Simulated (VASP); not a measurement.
# LiMg3 in VASP: single point with LDA

Aim: the single point of LiMg3 with LDA.

Everything below comes from runs of VASP 6.6.1. Logs are shortened: lines on timing, memory, paths and dates and some standing lists are left out, and cuts for length are marked.

**1. The cell of the first run**

The cell holds a slab with vacuum, 8 atoms: a = 4.866 Å, b = 4.866 Å, c = 19.161 Å, α = 90.00°, β = 90.00°, γ = 90.00°.

**2. Single point, LDA**

The input, INCAR:

```
PREC     = Accurate       # precision mode
ENCUT    = 520            # plane-wave cutoff, eV
EDIFF    = 1E-6           # SCF threshold, eV
ISMEAR   = 0              # smearing method
SIGMA    = 0.1            # smearing width, eV
LREAL    = False          # projectors in reciprocal space
LASPH    = True           # aspherical terms in the spheres
NELM     = 80             # most SCF steps
ALGO     = Fast           # electronic algorithm
ISIF     = 2              # what is computed and relaxed
LWAVE    = False          # write WAVECAR
LCHARG   = True           # write CHGCAR
LDIPOL   = True         
IDIPOL   = 3            
DIPOL    = 0.5 0.5 0.501
GGA      = CA             # functional
LELF     = True           # ELF
LVHAR    = True         
LVACPOTAV= True         
NBANDS   = 19             # bands
```

The input, KPOINTS:

```
regular mesh
0
Gamma
  6 6 1
```

The input, POSCAR:

```
LiMg3
1.0
    4.8660176781      0.0000000000      0.0000000000
    0.0000000000      4.8660176781      0.0000000000
    0.0000000000      0.0000000000     19.1611911463
Mg Li
6 2
Direct
    0.5000000000      0.0000000000      0.3653217562
    0.0000000000      0.5000000000      0.3653217562
    0.5000000000      0.5000000000      0.4551072521
    0.0000000000      0.5000000000      0.5457553765
    0.5000000000      0.0000000000      0.5457553765
    0.0000000000      0.0000000000      0.6359943500
    0.0000000000      0.0000000000      0.4551072521
    0.5000000000      0.5000000000      0.6377029602
```

Potentials or basis: VASP PAW LDA potentials, release 64 (Mg, Li_sv).

The run is started by

```
cat potpaw_LDA.64/Mg/POTCAR potpaw_LDA.64/Li_sv/POTCAR > POTCAR
mpirun -np 1 vasp_std > vasp.out
```

OUTCAR:

```text
PREC = Accurate
   ENCUT = 520
   EDIFF = 1E-6
   ISMEAR = 0
   LREAL = False
   LASPH = True
   NELM = 80
   ISIF = 2
   GGA = CA

 ion  position               nearest neighbor table
   1  0.500  0.000  0.365-   3 2.98   7 2.98   3 2.98   7 2.98   2 3.44   2 3.44   2 3.44   2 3.44
                             5 3.46
   2  0.000  0.500  0.365-   3 2.98   7 2.98   7 2.98   3 2.98   1 3.44   1 3.44   1 3.44   1 3.44
                             4 3.46
   3  0.500  0.500  0.455-   1 2.98   2 2.98   1 2.98   2 2.98   4 2.99   5 2.99   5 2.99   4 2.99

   4  0.000  0.500  0.546-   6 2.98   6 2.98   7 2.99   3 2.99   7 2.99   3 2.99   8 3.00   8 3.00
                             5 3.44   5 3.44   5 3.44   5 3.44   2 3.46
   5  0.500  0.000  0.546-   6 2.98   6 2.98   7 2.99   3 2.99   3 2.99   7 2.99   8 3.00   8 3.00
                             4 3.44   4 3.44   4 3.44   4 3.44   1 3.46
   6  0.000  0.000  0.636-   4 2.98   5 2.98   4 2.98   5 2.98
   7  0.000  0.000  0.455-   1 2.98   2 2.98   2 2.98   1 2.98   4 2.99   4 2.99   5 2.99   5 2.99

   8  0.500  0.500  0.638-   4 3.00   5 3.00   5 3.00   4 3.00

  LATTYP: Found a simple tetragonal cell.
 ALAT       =     4.8660176781
 C/A-ratio  =     3.9377561723

  Lattice vectors:

 A1 = (   4.8660176781,   0.0000000000,   0.0000000000)
 A2 = (   0.0000000000,   4.8660176781,   0.0000000000)
 A3 = (   0.0000000000,   0.0000000000,  19.1611911463)

Analysis of symmetry for initial positions (statically):
=====================================================================
 Subroutine PRICEL returns:
 Original cell was already a primitive cell.

 Routine SETGRP: Setting up the symmetry group for a
 simple tetragonal supercell.

 Subroutine GETGRP returns: Found  8 space group operations
 (whereof  8 operations were pure point group operations)
 out of a pool of 16 trial point group operations.

The static configuration has the point symmetry C_4v.

Analysis of symmetry for dynamics (positions and initial velocities):
=====================================================================
 Subroutine PRICEL returns:
 Original cell was already a primitive cell.

 Routine SETGRP: Setting up the symmetry group for a
 simple tetragonal supercell.

 Subroutine GETGRP returns: Found  8 space group operations
 (whereof  8 operations were pure point group operations)
 out of a pool of 16 trial point group operations.

The dynamic configuration has the point symmetry C_4v.

 Subroutine INISYM returns: Found  8 space group operations
 (whereof  8 operations are pure point group operations),
 and found     1 'primitive' translations

----------------------------------------------------------------------------------------

                                     Primitive cell

  volume of cell :     453.7011

  direct lattice vectors                    reciprocal lattice vectors
     4.866017678  0.000000000  0.000000000     0.205506857  0.000000000  0.000000000
     0.000000000  4.866017678  0.000000000     0.000000000  0.205506857  0.000000000
     0.000000000  0.000000000 19.161191146     0.000000000  0.000000000  0.052188822

  length of vectors
     4.866017678  4.866017678 19.161191146     0.205506857  0.205506857  0.052188822

  position of ions in fractional coordinates (direct lattice)
     0.500000000  0.000000000  0.365321756
     0.000000000  0.500000000  0.365321756
     0.500000000  0.500000000  0.455107252
     0.000000000  0.500000000  0.545755376
     0.500000000  0.000000000  0.545755376
     0.000000000  0.000000000  0.635994350
     0.000000000  0.000000000  0.455107252
     0.500000000  0.500000000  0.637702960

  ion indices of the primitive-cell ions
   primitive index   ion index
                 1           1
                 2           2
                 3           3
                 4           4
                 5           5
                 6           6
                 7           7
                 8           8

----------------------------------------------------------------------------------------

 KPOINTS: regular mesh

Automatic generation of k-mesh.
 Grid dimensions read from file:
 generate k-points for:    6    6    1

 Generating k-lattice:

  Cartesian coordinates                     Fractional coordinates (reciprocal lattice)
     0.034251143  0.000000000  0.000000000     0.166666667  0.000000000  0.000000000
     0.000000000  0.034251143  0.000000000     0.000000000  0.166666667  0.000000000
     0.000000000  0.000000000  0.052188822     0.000000000  0.000000000  1.000000000

  Length of vectors
     0.034251143  0.034251143  0.052188822

  Shift w.r.t. Gamma in fractional coordinates (k-lattice)
     0.000000000  0.000000000  0.000000000

 Subroutine IBZKPT returns following result:
 ===========================================

 Found     10 irreducible k-points:

 Following reciprocal coordinates:
            Coordinates               Weight
  0.000000  0.000000  0.000000      1.000000
  0.166667  0.000000  0.000000      4.000000
  0.333333  0.000000  0.000000      4.000000
  0.500000  0.000000  0.000000      2.000000
  0.166667  0.166667  0.000000      4.000000
  0.333333  0.166667  0.000000      8.000000
  0.500000  0.166667  0.000000      4.000000
  0.333333  0.333333  0.000000      4.000000
  0.500000  0.333333  0.000000      4.000000
  0.500000  0.500000  0.000000      1.000000
   k-points           NKPTS =     10   k-points in BZ     NKDIM =     10   number of bands    NBANDS=     19
   number of dos      NEDOS =    301   number of ions     NIONS =      8
   total plane-waves  NPLWV = 186624
   dimension x,y,z NGX =    36 NGY =   36 NGZ =  144
   dimension x,y,z NGXF=    72 NGYF=   72 NGZF=  288
   ions per type =               6   2
   NGX,Y,Z   is equivalent  to a cutoff of  12.30, 12.30, 12.49 a.u.
   NGXF,Y,Z  is equivalent  to a cutoff of  24.60, 24.60, 24.99 a.u.
 SYSTEM =  unknown system
   PREC   = accura    normal or accurate (medium, high low for compatibility)
   ISTART =      0    job   : 0-new  1-cont  2-samecut
   ICHARG =      2    charge: 1-file 2-atom 10-const
   ISPIN  =      1    spin polarized calculation?
   LNONCOLLINEAR =      F non collinear calculations
   LSORBIT =      F    spin-orbit coupling
   LASPH  =      T    aspherical Exc in radial PAW
   ENCUT  =  520.0 eV  38.22 Ry    6.18 a.u.   9.05  9.05 35.63*2*pi/ulx,y,z
   NELM   =     80;   NELMIN=  2; NELMDL= -5     # of ELM steps
   EDIFF  = 0.1E-05   stopping-criterion for ELM
   LREAL  =      F    real-space projection
   EDIFFG = 0.1E-04   stopping-criterion for IOM
   NSW    =      0    number of steps for IOM
   IBRION =     -1    ionic relax: 0-MD 1-quasi-New 2-CG
   NFREE  =      0    steps in history (QN), initial steepest desc. (CG)
   ISIF   =      2    stress and relaxation
   ISYM   =      2    0-nonsym 1-usesym 2-fastsym
   POTIM  = 0.5000    time-step for ionic-motion
   TEBEG  =    0.0;   TEEND  =   0.0 temperature during run
   PSTRESS=    0.0 pullay stress
   NELECT =      18.0000    total number of electrons
   NUPDOWN=      -1.0000    fix difference up-down
   EMIN   =  10.00;   EMAX   =-10.00  energy-range for DOS
   EFERMI =   0.00;   METHOD = LEGACY
   ISMEAR =     0;   SIGMA  =   0.10  broadening in eV -4-tet -1-fermi 0-gaus
   EFERMI_NEDOS =   21; number of points for ismear=-14 and -15
   IALGO  =     68    algorithm
   IMIX   =      4    mixing-type and parameters
     AMIX     =   0.40;   BMIX     =  1.00
     AMIX_MAG =   1.60;   BMIX_MAG =  1.00
  volume/ion in A,a.u.               =      56.71       382.72
  Fermi-wavevector in a.u.,A,eV,Ry     =   0.558353  1.055135  4.241730  0.311758
  Thomas-Fermi vector in A             =   1.593340
   LORBIT       =      0    0 simple, 1 ext, 2 COOP (PROOUT), +10 PAW based schemes
   GGA     = CA    functional components
   LHFCALC =     F    Hartree Fock is set to
   AEXX    =    0.0000 exact exchange contribution
   IVDW    =     0    specifies the selected vdW correction
   LEPSILON=     F    determine dielectric tensor
   LRPA    =     F    only Hartree local field effects (RPA)
 non-spin polarized calculation
 RMM-DIIS sequential band-by-band and
 Gauss-broadening in eV      SIGMA  =   0.10
  energy-cutoff  :      520.00
  volume of cell :      453.70
 maximum number of plane-waves:     12296
   NGX = 19   NGY = 19   NGZ = 71

 dipolmoment           0.000000      0.000000      0.005007 electrons x Angstroem

 number of electron      17.9999998 magnetization

 dipolmoment           0.000000      0.000000     -0.020197 electrons x Angstroem

 Free energy of the ion-electron system (eV)
  ---------------------------------------------------
  ext. energy  EPLUGINS =         0.00000000
  ---------------------------------------------------
  free energy    TOTEN  =       -12.87157570 eV

  energy without entropy =      -12.85462540  energy(sigma->0) =      -12.86310055

 E-fermi :  -1.2065     XC(G=0):  -4.1708

 val. band max:       -1.3006089456   @ k =   0.1667   0.0000   0.0000
 cond. band min:      -1.1819123963   @ k =   0.3333   0.0000   0.0000
 fundamental gap:      0.1186965494
 Fermi energy:        -1.2064867266

 k-point     1 :       0.0000    0.0000    0.0000
  band No.  band energies     occupation
      1     -47.4652      2.00000
      2     -46.6326      2.00000
      3      -7.2753      2.00000
      4      -5.8068      2.00000
      5      -3.5809      2.00000
      6      -1.8308      2.00000
[... 11 lines left out ...]
     18       2.0519      0.00000
     19       2.3693      0.00000

 k-point     2 :       0.1667    0.0000    0.0000
  band No.  band energies     occupation
      1     -47.4652      2.00000
      2     -46.6326      2.00000
      3      -7.1120      2.00000
      4      -5.6473      2.00000
      5      -3.5292      2.00000
      6      -3.0070      2.00000
[... 168 lines left out ...]
 k-point    10 :       0.5000    0.5000    0.0000
  band No.  band energies     occupation
      1     -47.4652      2.00000
      2     -46.6326      2.00000
      3      -4.5364      2.00000
      4      -4.5364      2.00000
      5      -4.4162      2.00000
      6      -3.9688      2.00000
[... 11 lines left out ...]
     18       1.8890      0.00000
     19       3.3962      0.00000

------------------------ aborting loop because EDIFF is reached ----------------------------------------

  FORCE on cell =-STRESS in cart. coord.  units (eV):
  Direction    XX          YY          ZZ          XY          YZ          ZX
  --------------------------------------------------------------------------------------
  -------------------------------------------------------------------------------------
  Total       -2.8559275     -2.8559275     -0.2165772      0.0000000      0.0000000      0.0000000
  in kB      -10.0852785    -10.0852785     -0.7648099      0.0000000      0.0000000      0.0000000
  external PRESSURE =      -6.9784557 kB  Pullay stress =       0.0000000 kB

 VOLUME and BASIS-vectors are now :
 -----------------------------------------------------------------------------
  energy-cutoff  :      520.00
  volume of cell :      453.70
      direct lattice vectors                 reciprocal lattice vectors
     4.866017678  0.000000000  0.000000000     0.205506857  0.000000000  0.000000000
     0.000000000  4.866017678  0.000000000     0.000000000  0.205506857  0.000000000
     0.000000000  0.000000000 19.161191146     0.000000000  0.000000000  0.052188822

 POSITION                                       TOTAL-FORCE (eV/Angst)
 -----------------------------------------------------------------------------------
      2.43301      0.00000      7.00000         0.000000     -0.000000      0.049351
      0.00000      2.43301      7.00000         0.000000     -0.000000      0.049351
      2.43301      2.43301      8.72040         0.000000     -0.000000      0.017305
      0.00000      2.43301     10.45732         0.000000     -0.000000     -0.002953
      2.43301      0.00000     10.45732         0.000000     -0.000000     -0.002953
      0.00000      0.00000     12.18641         0.000000     -0.000000     -0.003607
      0.00000      0.00000      8.72040         0.000000     -0.000000     -0.107377
      2.43301      2.43301     12.21915         0.000000      0.000000      0.000885
 -----------------------------------------------------------------------------------
    total drift:                                0.000000      0.000000     -0.000368

  FREE ENERGIE OF THE ION-ELECTRON SYSTEM (eV)
  ---------------------------------------------------
  free  energy   TOTEN  =       -12.8715757028 eV

  energy  without entropy=      -12.8546254014  energy(sigma->0) =      -12.86310055

 vacuum level on the upper side and lower side of the slab         2.175         2.330
```

Wall time 3.6 min (1 thread of Intel Xeon Platinum 8175M at 2.50GHz (Skylake/Cascade Lake), shared host); peak memory 0.35 GiB.

Results:

```
Free energy            : -12.8716 eV
Largest force          : 0.107 eV/Å
Band gap on the k mesh : zero (bands 9 and 10 overlap by 1.92 eV)
```

Forces on the atoms (eV/Å):
```
Mg   0.000  0.000  0.049
Mg   0.000  0.000  0.049
Mg   0.000  0.000  0.017
Mg   0.000  0.000 -0.003
Mg   0.000  0.000 -0.003
Mg   0.000  0.000 -0.004
Li   0.000  0.000 -0.107
Li   0.000  0.000  0.001
```

Caveat: the cutoff is under 1.25 times the usual one of these potentials, so pressure, stress and relaxed cells hold a basis-set (Pulay) error.
